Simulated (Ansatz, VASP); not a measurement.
# Sn in VASP and in Ansatz

```
CELL_PARAMETERS angstrom
-2.97304 2.97304 1.62185
2.97304 -2.97304 1.62185
2.97304 2.97304 -1.62185
ATOMIC_POSITIONS crystal
Sn 0.00000 0.00000 0.00000
Sn 0.75000 0.25000 0.50000
```

Change from the starting cell: volume scaled by 1.06, crystal datasets.

Alike in both runs: task electric field gradients; functional LDA; k mesh 15 × 15 × 15; occupations fermi-dirac, width 0.05 eV; no spin polarisation.

```csv
,VASP,Ansatz
version,VASP 6.6.1,Ansatz 0.2.0
potentials or method,"VASP PAW LDA potentials, release 64 (Sn_d), cutoff 520 eV","all-electron PAW with datasets made for the crystal, scalar-relativistic"
```

```csv
,VASP,Ansatz,Ansatz less VASP
pressure (GPa),-4.4,-4.3,+0.03
"traceless stress, the component that is largest in VASP (GPa)",-0.51,-0.51,-0.001
size of Vzz on the site where it differs most (V/Å²),42.9,43.8,+0.99
```

LDA's correlation is that of Perdew and Zunger in VASP and of Perdew and Wang (1992) in Ansatz. Ansatz ran all-electron here, and VASP with PAW potentials.
